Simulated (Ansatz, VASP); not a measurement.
**MgO in VASP and in Ansatz**

```
CELL_PARAMETERS angstrom
5.52307 0.00000 0.00000
0.00000 5.52307 0.00000
0.00000 0.00000 5.52307
ATOMIC_POSITIONS crystal
Mg 0.25000 0.98417 0.50000
Mg 0.00000 0.51583 0.25000
Mg 0.50000 0.75000 0.00000
Mg 0.75000 0.98417 0.50000
Mg 0.00000 0.51583 0.75000
Mg 0.50000 0.25000 0.00000
O 0.25000 0.49044 0.00000
O 0.50000 0.00956 0.25000
O 0.00000 0.75000 0.50000
O 0.75000 0.49044 0.00000
O 0.50000 0.00956 0.75000
O 0.00000 0.25000 0.50000
```

Change from the starting cell: mode 14 frozen in at -0.043 Å and mode 24 at -0.086 Å (largest displacements).

Alike in both runs: task single point; functional LDA; k mesh 4 × 4 × 4; occupations gaussian, width 0.05 eV; no spin polarisation.

|  | VASP | Ansatz |
| --- | --- | --- |
| version | VASP 6.6.1 | Ansatz 0.2.0 |
| potentials or method | VASP PAW LDA potentials, release 64 (Mg, O), cutoff 520 eV | scalar-relativistic, plane waves, PAW |
| valence electrons in the cell | 48 | 96 |

Ansatz gave:

- gap on the k mesh at the Fermi level (eV): 2.71
- least direct gap on the mesh (eV): 2.73
- pressure (GPa): 0.3
- traceless stress, the component that is largest in VASP (GPa): -0.29
- rms of the force components (eV/Å): 0.636

Problem. Which values does VASP return?

Solution. gap on the k mesh at the Fermi level (eV): 2.70; least direct gap on the mesh (eV): 2.71; pressure (GPa): -0.4; traceless stress, the component that is largest in VASP (GPa): -0.29; rms of the force components (eV/Å): 0.650.

Ansatz warns that its potentials were made for another functional, while VASP's fit it. LDA's correlation is that of Perdew and Zunger in VASP and of Perdew and Wang (1992) in Ansatz. Atom by atom the forces differ by 0.014 eV/Å (rms over components). VASP's potentials hold 48 valence electrons a cell and Ansatz's 96, so a difference there can come from the potentials and not from the codes.
